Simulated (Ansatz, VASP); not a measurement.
**One calculation of CaO, two programs**

```
Ca O
1.0
     0.00000    2.39755    2.39755
     2.39755    0.00000    2.39755
     2.39755    2.39755    0.00000
Ca O
1 1
Cartesian
  0.0000 0.0000 0.0000
  2.3975 2.3975 2.3975
```

Alike in both runs: task single point; functional r2SCAN; k mesh 2 × 2 × 2; no spin polarisation.

|  | VASP | Ansatz |
| --- | --- | --- |
| version | VASP 6.6.1 | Ansatz 0.2.0 |
| potentials or method | VASP PAW PBE potentials, release 64 (Ca_sv, O_h) | plane waves |
| plane-wave cutoff (eV) | 1480 | 500 |
| occupations | gaussian, width 0.01 eV | fixed |
| valence electrons in the cell | 16 | 16 |

|  | VASP | Ansatz | Ansatz less VASP |
| --- | --- | --- | --- |
| gap on the k mesh at the Fermi level (eV) | 3.93 | 3.94 | +0.007 |
| pressure (GPa) | 2.6 | 1.5 | -1.04 |

VASP's potentials were made for PBE, not for r2SCAN.

The k mesh is coarse, so the values compare programs but aren't converged.
